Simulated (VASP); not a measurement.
Write the native input for VASP 6.6.1 that does the following.

```
Task                   : single point
Functional             : PBE
Dispersion             : D3(BJ)
Potentials or basis    : VASP PAW PBE potentials, release 64 (Rh_pv, H)
Cutoff                 : 520 eV
k mesh                 : 5 × 7 × 1
Occupations            : gaussian, width 0.1 eV
Spin                   : no spin polarisation
Dipole correction      : yes
Further INCAR settings : ALGO = Normal; EDIFF = 1e-06; NBANDS = 70
```

The structure of HRh8 lies in POSCAR:

```
HRh8
1.0
    5.3650160441      0.0000000000      0.0000000000
    0.0000000000      3.7936392259      0.0000000000
    0.0000000000      0.0000000000     21.2400770646
Rh H
8 1
Direct
    0.2500000000      0.5000000000      0.1883232338
    0.7500000000      0.5000000000      0.1883232338
    0.0000000000      0.0000000000      0.2514705570
    0.5000000000      0.0000000000      0.2514705570
    0.2500000000      0.5000000000      0.3153506346
    0.7500000000      0.5000000000      0.3153506346
    0.0000000000      0.0000000000      0.3738252475
    0.5000000000      0.0000000000      0.3738252475
    0.2500000000      0.0000000000      0.4915272686
```

These files were run (other wordings do the same):

INCAR

```
  PREC = Accurate
  ENCUT = 520
  EDIFF = 1E-6
  ISMEAR = 0
  SIGMA = 0.1
  LREAL = False
  LASPH = True
  NELM = 60
  ALGO = Normal
  ISIF = 2
  LWAVE = False
  LCHARG = False
  LDIPOL = True
  IDIPOL = 3
  DIPOL = 0.5 0.5 0.305
  GGA = PE
  IVDW = 12
  NBANDS = 70
```

KPOINTS

```
regular mesh
0
Gamma
  5 7 1
```

Potentials or basis: VASP PAW PBE potentials, release 64 (Rh_pv, H).

The run is started by

```console
$ cat potpaw_PBE.64/Rh_pv/POTCAR potpaw_PBE.64/H/POTCAR > POTCAR
$ mpirun -np 1 vasp_std > vasp.out
```

Results of the run:

* Largest force: 1.636 eV/Å
* Dispersion energy per atom: -0.347 eV

Run time: 13 min on 1 thread of Oxide Virtual Turin-like Processor, with other jobs on the host, peak memory 0.52 GiB.
